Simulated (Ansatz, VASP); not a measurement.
# Two plane-wave programs on La2O3

```
La O
1.0
     6.26678    0.00000    0.00000
    -3.13339    5.42719    0.00000
     0.00000    0.00000    3.29977
La O
2 3
Direct
  0.66667 0.33333 0.50000
  0.33333 0.66667 0.50000
  0.50801 0.00000 0.00000
  0.00000 0.50801 0.00000
  0.49199 0.49199 0.00000
```

Alike in both runs: task relaxation of cell and atoms; functional r2SCAN; k mesh 5 × 5 × 8; occupations fermi-dirac, width 0.05 eV; no spin polarisation.

```csv
,VASP,Ansatz
version,VASP 6.6.1,Ansatz 0.2.0
potentials or method,"VASP PAW PBE potentials, release 64 (La, O)",Ansatz PAW
plane-wave cutoff (eV),600,500
valence electrons in the cell,40,40
```

VASP gave:

| Item | Value |
| --- | --- |
| gap on the k mesh at the Fermi level, each at its own relaxed structure (eV) | 1.93 |
| relaxed volume (Å³/atom) | 22.83 |
| relaxed cell length with the largest relative difference (Å) | 6.344 |

Task: Estimate Ansatz's values.

Result: gap on the k mesh at the Fermi level, each at its own relaxed structure (eV): 1.92; relaxed volume (Å³/atom): 22.93; relaxed cell length with the largest relative difference (Å): 6.355.

VASP's potentials were made for PBE, not for r2SCAN.

Spin-orbit coupling is off throughout. Noted on Ansatz's run: the magnetic or orbital state may not be the lowest; odd divisions of the mesh miss points on the zone boundary, where band edges often lie, so the gap on the mesh can be too wide; the plane-wave basis is chosen anew once the cell has moved, so the energies of steps on either side of that aren't comparable.
